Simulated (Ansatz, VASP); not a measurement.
## One calculation of Rb, two programs

File INCAR:

```
  ALGO = Normal
  EDIFF = 1E-6
  ENCUT = 520
  GGA = PE
  ISIF = 2
  ISMEAR = 0
  LASPH = T
  LCHARG = F
  LREAL = F
  LWAVE = F
  NBANDS = 10
  NELM = 100
  PREC = Accurate
  SIGMA = 0.05
```

File KPOINTS:

```
k-points
0
Gamma
  6 6 6
```

Contents of POSCAR:

```
Rb
1.0
   -2.7987217088      2.7987217088      2.7987217088
    2.7987217088     -2.7987217088      2.7987217088
    2.7987217088      2.7987217088     -2.7987217088
Rb
1
Direct
    0.0000000000      0.0000000000      0.0000000000
```

Input for Ansatz:

```yaml
crystal:
  lattice:
    - [-2.7987217088, 2.7987217088, 2.7987217088]
    - [2.7987217088, -2.7987217088, 2.7987217088]
    - [2.7987217088, 2.7987217088, -2.7987217088]
  atoms:
    - { symbol: Rb, position: [0.0, 0.0, 0.0] }
basis:
  ecutwfc: 600
  ecutrho_ratio: 5
kpoints:
  mp_grid: { grid: [6, 6, 6] }
hamiltonian:
  xc: pbe
scf:
  occupations: { method: gaussian, width: 0.05 }
output:
  forces: true
  stress: true
  eigenvalues: true
```

Alike in both runs: task single point; functional PBE; k mesh 6 × 6 × 6; occupations gaussian, width 0.05 eV; no spin polarisation.

```csv
,VASP,Ansatz
version,VASP 6.6.1,Ansatz 0.2.0
potentials or method,"VASP PAW PBE potentials, release 64 (Rb_sv), cutoff 520 eV","scalar-relativistic, plane waves, PAW"
valence electrons in the cell,9,9
```

```tsv
	VASP	Ansatz	Ansatz less VASP
pressure (GPa)	0.1	0.1	0.00
```
